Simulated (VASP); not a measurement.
# V3Sn (Pm-3n) in VASP: a series of runs

The runs below take V3Sn through single point, with LDA.

Everything below comes from runs of VASP 6.6.1. Logs are shortened: lines on timing, memory, paths and dates and some standing lists are left out, and cuts for length are marked.

## 1. The cell of the first run

It takes space group Pm-3n (No. 223, cubic). Conventional cell: a = 4.931 Å, b = 4.931 Å, c = 4.931 Å, α = 90.00°, β = 90.00°, γ = 90.00°. Sn (site symmetry m-3) has 12 V at 2.76 Å within 3.6 Å. V (site symmetry -4m2) has 10 V at 2.47 to 3.02 Å and 4 Sn at 2.76 Å within 3.3 Å.

## 2. Single point, LDA, collinear spin, ferromagnetic start

File INCAR:

```
PREC     = Accurate       # precision mode
ENCUT    = 520            # plane-wave cutoff, eV
EDIFF    = 1E-7           # SCF threshold, eV
ISMEAR   = 0              # smearing method
SIGMA    = 0.1            # smearing width, eV
LREAL    = F              # projectors in reciprocal space
LASPH    = T              # aspherical terms in the spheres
NELM     = 150            # most SCF steps
ALGO     = Normal         # electronic algorithm
ISIF     = 2              # what is computed and relaxed
LWAVE    = F              # write WAVECAR
LCHARG   = T              # write CHGCAR
ISPIN    = 2              # spin polarisation
MAGMOM   = 0 0 2 2 2 2 2 2 # initial moments
LORBIT   = 11             # projections on sites
LMAXMIX  = 4              # l up to which the mixer works
GGA      = CA             # functional
LELF     = T              # ELF
LVHAR    = T            
NBANDS   = 67             # bands
```

File KPOINTS:

```
Automatic mesh
0
Gamma
  5 5 5
```

File POSCAR:

```
V3Sn
1.0
    4.9310000000      0.0000000000      0.0000000000
    0.0000000000      4.9310000000      0.0000000000
    0.0000000000      0.0000000000      4.9310000000
Sn V
2 6
Direct
    0.0000000000      0.0000000000      0.0000000000
    0.5000000000      0.5000000000      0.5000000000
    0.2500000000      0.0000000000      0.5000000000
    0.5000000000      0.7500000000      0.0000000000
    0.7500000000      0.0000000000      0.5000000000
    0.5000000000      0.2500000000      0.0000000000
    0.0000000000      0.5000000000      0.7500000000
    0.0000000000      0.5000000000      0.2500000000
```

Potentials or basis: VASP PAW LDA potentials, release 64 (Sn_d, V_sv).

On the command line:

```bash
cat potpaw_LDA.64/Sn_d/POTCAR potpaw_LDA.64/V_sv/POTCAR > POTCAR
mpirun -np 1 vasp_std > vasp.out
```

OUTCAR:

```text
PREC = Accurate
   ENCUT = 520
   EDIFF = 1E-7
   ISMEAR = 0
   LREAL = F
   LASPH = T
   NELM = 150
   ISIF = 2
   ISPIN = 2
   LORBIT = 11
   GGA = CA

 ion  position               nearest neighbor table
   1  0.000  0.000  0.000-   3 2.76   4 2.76   5 2.76   6 2.76   7 2.76   8 2.76   3 2.76   5 2.76
                             7 2.76   8 2.76   4 2.76   6 2.76
   2  0.500  0.500  0.500-   3 2.76   4 2.76   5 2.76   6 2.76   7 2.76   8 2.76   4 2.76   6 2.76
                             3 2.76   5 2.76   7 2.76   8 2.76
   3  0.250  0.000  0.500-   5 2.47   5 2.47   1 2.76   1 2.76   2 2.76   2 2.76
   4  0.500  0.750  0.000-   6 2.47   6 2.47   1 2.76   2 2.76   2 2.76   1 2.76
   5  0.750  0.000  0.500-   3 2.47   3 2.47   1 2.76   1 2.76   2 2.76   2 2.76
   6  0.500  0.250  0.000-   4 2.47   4 2.47   1 2.76   2 2.76   2 2.76   1 2.76
   7  0.000  0.500  0.750-   8 2.47   8 2.47   1 2.76   2 2.76   1 2.76   2 2.76
   8  0.000  0.500  0.250-   7 2.47   7 2.47   1 2.76   2 2.76   1 2.76   2 2.76

  LATTYP: Found a simple cubic cell.
 ALAT       =     4.9310000000

  Lattice vectors:

 A1 = (   4.9310000000,   0.0000000000,   0.0000000000)
 A2 = (   0.0000000000,   4.9310000000,   0.0000000000)
 A3 = (   0.0000000000,   0.0000000000,   4.9310000000)

Analysis of symmetry for initial positions (statically):
=====================================================================
 Subroutine PRICEL returns:
 Original cell was already a primitive cell.

 Routine SETGRP: Setting up the symmetry group for a
 simple cubic supercell.

 Subroutine GETGRP returns: Found 48 space group operations
 (whereof 24 operations were pure point group operations)
 out of a pool of 48 trial point group operations.

The static configuration has the point symmetry T_h .
 The point group associated with its full space group is O_h .

Analysis of symmetry for dynamics (positions and initial velocities):
=====================================================================
 Subroutine PRICEL returns:
 Original cell was already a primitive cell.

 Routine SETGRP: Setting up the symmetry group for a
 simple cubic supercell.

 Subroutine GETGRP returns: Found 48 space group operations
 (whereof 24 operations were pure point group operations)
 out of a pool of 48 trial point group operations.

The dynamic configuration has the point symmetry T_h .
 The point group associated with its full space group is O_h .

Analysis of structural, dynamic, and magnetic symmetry:
=====================================================================
 Subroutine PRICEL returns:
 Original cell was already a primitive cell.

 Routine SETGRP: Setting up the symmetry group for a
 simple cubic supercell.

 Subroutine GETGRP returns: Found 48 space group operations
 (whereof 24 operations were pure point group operations)
 out of a pool of 48 trial point group operations.

The overall configuration has the point symmetry T_h .
 The point group associated with its full space group is O_h .

 Subroutine INISYM returns: Found 48 space group operations
 (whereof 24 operations are pure point group operations),
 and found     1 'primitive' translations

----------------------------------------------------------------------------------------

                                     Primitive cell

  volume of cell :     119.8961

  direct lattice vectors                    reciprocal lattice vectors
     4.931000000  0.000000000  0.000000000     0.202798621  0.000000000  0.000000000
     0.000000000  4.931000000  0.000000000     0.000000000  0.202798621  0.000000000
     0.000000000  0.000000000  4.931000000     0.000000000  0.000000000  0.202798621

  length of vectors
     4.931000000  4.931000000  4.931000000     0.202798621  0.202798621  0.202798621

  position of ions in fractional coordinates (direct lattice)
     0.000000000  0.000000000  0.000000000
     0.500000000  0.500000000  0.500000000
     0.250000000  0.000000000  0.500000000
     0.500000000  0.750000000  0.000000000
     0.750000000  0.000000000  0.500000000
     0.500000000  0.250000000  0.000000000
     0.000000000  0.500000000  0.750000000
     0.000000000  0.500000000  0.250000000

  ion indices of the primitive-cell ions
   primitive index   ion index
                 1           1
                 2           2
                 3           3
                 4           4
                 5           5
                 6           6
                 7           7
                 8           8

----------------------------------------------------------------------------------------

 KPOINTS: Automatic mesh

Automatic generation of k-mesh.
 Grid dimensions read from file:
 generate k-points for:    5    5    5

 Generating k-lattice:

  Cartesian coordinates                     Fractional coordinates (reciprocal lattice)
     0.040559724  0.000000000  0.000000000     0.200000000  0.000000000  0.000000000
     0.000000000  0.040559724  0.000000000     0.000000000  0.200000000  0.000000000
     0.000000000  0.000000000  0.040559724     0.000000000  0.000000000  0.200000000

  Length of vectors
     0.040559724  0.040559724  0.040559724

  Shift w.r.t. Gamma in fractional coordinates (k-lattice)
     0.000000000  0.000000000  0.000000000

 Subroutine IBZKPT returns following result:
 ===========================================

 Found     10 irreducible k-points:

 Following reciprocal coordinates:
            Coordinates               Weight
  0.000000  0.000000  0.000000      1.000000
  0.200000  0.000000  0.000000      6.000000
  0.400000  0.000000  0.000000      6.000000
  0.200000  0.200000  0.000000     12.000000
  0.400000  0.200000  0.000000     24.000000
  0.400000  0.400000  0.000000     12.000000
  0.200000  0.200000  0.200000      8.000000
  0.400000  0.200000  0.200000     24.000000
  0.400000  0.400000  0.200000     24.000000
  0.400000  0.400000  0.400000      8.000000
   k-points           NKPTS =     10   k-points in BZ     NKDIM =     10   number of bands    NBANDS=     67
   number of dos      NEDOS =    301   number of ions     NIONS =      8
   total plane-waves  NPLWV =  64000
   dimension x,y,z NGX =    40 NGY =   40 NGZ =   40
   dimension x,y,z NGXF=    80 NGYF=   80 NGZF=   80
   ions per type =               2   6
   NGX,Y,Z   is equivalent  to a cutoff of  13.49, 13.49, 13.49 a.u.
   NGXF,Y,Z  is equivalent  to a cutoff of  26.97, 26.97, 26.97 a.u.
 SYSTEM =  unknown system
   PREC   = accura    normal or accurate (medium, high low for compatibility)
   ISTART =      0    job   : 0-new  1-cont  2-samecut
   ICHARG =      2    charge: 1-file 2-atom 10-const
   ISPIN  =      2    spin polarized calculation?
   LNONCOLLINEAR =      F non collinear calculations
   LSORBIT =      F    spin-orbit coupling
   LASPH  =      T    aspherical Exc in radial PAW
   ENCUT  =  520.0 eV  38.22 Ry    6.18 a.u.   9.17  9.17  9.17*2*pi/ulx,y,z
   NELM   =    150;   NELMIN=  2; NELMDL= -5     # of ELM steps
   EDIFF  = 0.1E-06   stopping-criterion for ELM
   LREAL  =      F    real-space projection
   EDIFFG = 0.1E-05   stopping-criterion for IOM
   NSW    =      0    number of steps for IOM
   IBRION =     -1    ionic relax: 0-MD 1-quasi-New 2-CG
   NFREE  =      0    steps in history (QN), initial steepest desc. (CG)
   ISIF   =      2    stress and relaxation
   ISYM   =      2    0-nonsym 1-usesym 2-fastsym
   POTIM  = 0.5000    time-step for ionic-motion
   TEBEG  =    0.0;   TEEND  =   0.0 temperature during run
   PSTRESS=    0.0 pullay stress
   NELECT =     106.0000    total number of electrons
   NUPDOWN=      -1.0000    fix difference up-down
   EMIN   =  10.00;   EMAX   =-10.00  energy-range for DOS
   EFERMI =   0.00;   METHOD = LEGACY
   ISMEAR =     0;   SIGMA  =   0.10  broadening in eV -4-tet -1-fermi 0-gaus
   EFERMI_NEDOS =   21; number of points for ismear=-14 and -15
   IALGO  =     38    algorithm
   IMIX   =      4    mixing-type and parameters
     AMIX     =   0.40;   BMIX     =  1.00
     AMIX_MAG =   1.60;   BMIX_MAG =  1.00
  volume/ion in A,a.u.               =      14.99       101.14
  Fermi-wavevector in a.u.,A,eV,Ry     =   1.571237  2.969208 33.589882  2.468787
  Thomas-Fermi vector in A             =   2.672851
   LORBIT       =     11    0 simple, 1 ext, 2 COOP (PROOUT), +10 PAW based schemes
   GGA     = CA    functional components
   LHFCALC =     F    Hartree Fock is set to
   AEXX    =    0.0000 exact exchange contribution
   IVDW    =     0    specifies the selected vdW correction
   LEPSILON=     F    determine dielectric tensor
   LRPA    =     F    only Hartree local field effects (RPA)
 spin polarized calculation
 Gauss-broadening in eV      SIGMA  =   0.10
  energy-cutoff  :      520.00
  volume of cell :      119.90
 maximum number of plane-waves:      3243
 NGX is ok and might be reduce to    40
   NGX = 19   NGY = 19   NGZ = 19

 number of electron     106.0000000 magnetization      12.0000000

 number of electron     106.0000024 magnetization       0.0041394

 Free energy of the ion-electron system (eV)
  ---------------------------------------------------
  ext. energy  EPLUGINS =         0.00000000
  ---------------------------------------------------
  free energy    TOTEN  =       -69.38219418 eV

  energy without entropy =      -69.29515354  energy(sigma->0) =      -69.33867386

 E-fermi :  10.2531     XC(G=0): -12.9133

 val. band max:       10.2518591818   @ k =   0.2000   0.2000   0.0000
 cond. band min:      10.2593484973   @ k =   0.4000   0.2000   0.2000
 fundamental gap:      0.0074893155
 Fermi energy:        10.2531085810

 spin component 1

 k-point     1 :       0.0000    0.0000    0.0000
  band No.  band energies     occupation
      1     -52.8533      1.00000
      2     -52.8085      1.00000
      3     -52.8085      1.00000
      4     -52.6702      1.00000
      5     -52.6702      1.00000
      6     -52.6702      1.00000
[... 669 lines left out ...]
     64      12.1737      0.00000
     65      12.1737      0.00000
 Fermi energy:        10.2531085810

 spin component 2

 k-point     1 :       0.0000    0.0000    0.0000
  band No.  band energies     occupation
      1     -52.8528      1.00000
      2     -52.8080      1.00000
      3     -52.8080      1.00000
      4     -52.6697      1.00000
      5     -52.6697      1.00000
      6     -52.6697      1.00000
[... 669 lines left out ...]
     64      12.1742      0.00000
     65      12.1742      0.00000
 [bands above 65 left out]

------------------------ aborting loop because EDIFF is reached ----------------------------------------

  FORCE on cell =-STRESS in cart. coord.  units (eV):
  Direction    XX          YY          ZZ          XY          YZ          ZX
  --------------------------------------------------------------------------------------
  -------------------------------------------------------------------------------------
  Total       -5.8660124     -5.8660124     -5.8660124     -0.0000000      0.0000000     -0.0000000
  in kB      -78.3878131    -78.3878131    -78.3878131     -0.0000000      0.0000000     -0.0000000
  external PRESSURE =     -78.3878131 kB  Pullay stress =       0.0000000 kB

 VOLUME and BASIS-vectors are now :
 -----------------------------------------------------------------------------
  energy-cutoff  :      520.00
  volume of cell :      119.90
      direct lattice vectors                 reciprocal lattice vectors
     4.931000000  0.000000000  0.000000000     0.202798621  0.000000000  0.000000000
     0.000000000  4.931000000  0.000000000     0.000000000  0.202798621  0.000000000
     0.000000000  0.000000000  4.931000000     0.000000000  0.000000000  0.202798621

 POSITION                                       TOTAL-FORCE (eV/Angst)
 -----------------------------------------------------------------------------------
      0.00000      0.00000      0.00000         0.000000     -0.000000      0.000000
      2.46550      2.46550      2.46550         0.000000     -0.000000      0.000000
      1.23275      0.00000      2.46550        -0.000000      0.000000     -0.000000
      2.46550      3.69825      0.00000        -0.000000     -0.000000     -0.000000
      3.69825      0.00000      2.46550         0.000000      0.000000      0.000000
      2.46550      1.23275      0.00000         0.000000      0.000000     -0.000000
      0.00000      2.46550      3.69825        -0.000000     -0.000000     -0.000000
      0.00000      2.46550      1.23275        -0.000000      0.000000      0.000000
 -----------------------------------------------------------------------------------
    total drift:                               -0.000000     -0.000000      0.000000

  FREE ENERGIE OF THE ION-ELECTRON SYSTEM (eV)
  ---------------------------------------------------
  free  energy   TOTEN  =       -69.3821941817 eV

  energy  without entropy=      -69.2951535426  energy(sigma->0) =      -69.33867386

 total charge

# of ion       s       p       d       tot
------------------------------------------
    1        1.114   1.569  10.067  12.750
    2        1.114   1.569  10.067  12.750
    3        2.276   6.199   3.118  11.593
    4        2.276   6.199   3.118  11.593
    5        2.276   6.199   3.118  11.593
    6        2.276   6.199   3.118  11.593
    7        2.276   6.199   3.118  11.593
    8        2.276   6.199   3.118  11.593
--------------------------------------------------
tot         15.886  40.333  38.840  95.060

 magnetization (x)

# of ion       s       p       d       tot
------------------------------------------
    1       -0.000  -0.000   0.000   0.000
    2       -0.000  -0.000   0.000   0.000
    3        0.000   0.000   0.001   0.001
    4        0.000   0.000   0.001   0.001
    5        0.000   0.000   0.001   0.001
    6        0.000   0.000   0.001   0.001
    7        0.000   0.000   0.001   0.001
    8        0.000   0.000   0.001   0.001
--------------------------------------------------
tot         -0.000   0.000   0.003   0.003
```

It took 3.9 min on 1 thread of Intel Xeon 6975P-C (Granite Rapids), shared host; peak memory 0.27 GiB.

What came out:

| Quantity | Value |
| --- | --- |
| Free energy | -69.3822 eV |
| Pressure | -7.8 GPa |
| Band gap on the k mesh | zero (filled and empty bands overlap) |
| Net moment | 0.00 μB per cell |
| Valence electrons inside the program's atomic spheres | Sn 12.75; V 11.59 |

Levels at points of the mesh, in eV from the Fermi level:
Spin up:
```
           k point  band 52  band 53  band 54  band 55  band 56  band 57
(0.00, 0.00, 0.00)    -0.39    -0.06    -0.06     1.53     1.53     1.53
```
Spin down:
| k point | band 50 | band 51 | band 52 | band 53 | band 54 | band 55 | band 56 | band 57 | band 58 | band 59 |
| --- | --- | --- | --- | --- | --- | --- | --- | --- | --- | --- |
| (0.00, 0.00, 0.00) | -0.39 | -0.39 | -0.39 | -0.06 | -0.06 | 1.53 | 1.53 | 1.53 | 2.18 | 2.18 |

Caveat: the cell stands under tension; the moments typed at the start vanished in this run; spin-orbit coupling is left out, which moves the levels of the heavy elements.

(Continued in part 2 of 2.)
